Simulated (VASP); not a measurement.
Input of a VASP 6.6.1 run:

The input INCAR:

```
PREC = Accurate ; ENCUT = 500
EDIFF = 1E-6 ; ISMEAR = -1
SIGMA = 0.1 ; LREAL = False
LASPH = True ; NELM = 120
ALGO = Normal ; ISIF = 2
LWAVE = False ; LCHARG = False
GGA = PS ; NBANDS = 12
GGA_COMPAT = False
```

KPOINTS

```
regular mesh
0
Gamma
  17 17 17
```

File POSCAR:

```
Sc
1.0
    0.0000000000      2.2798537123      2.2798537123
    2.2798537123      0.0000000000      2.2798537123
    2.2798537123      2.2798537123      0.0000000000
Sc
1
Direct
    0.0000000000      0.0000000000      0.0000000000
```

Potentials or basis: VASP PAW PBE potentials, release 64 (Sc_sv).

Command:

```bash
$ cat potpaw_PBE.64/Sc_sv/POTCAR > POTCAR
$ mpirun -np 1 vasp_std > vasp.out
```

Predict the band gap on the k mesh.

zero (an odd number of electrons rules out a gap without spin polarisation).

Estimate the pressure.

0.0 GPa.

Caveat: the PAW data sets were made with another functional, which shifts forces and pressure a little.
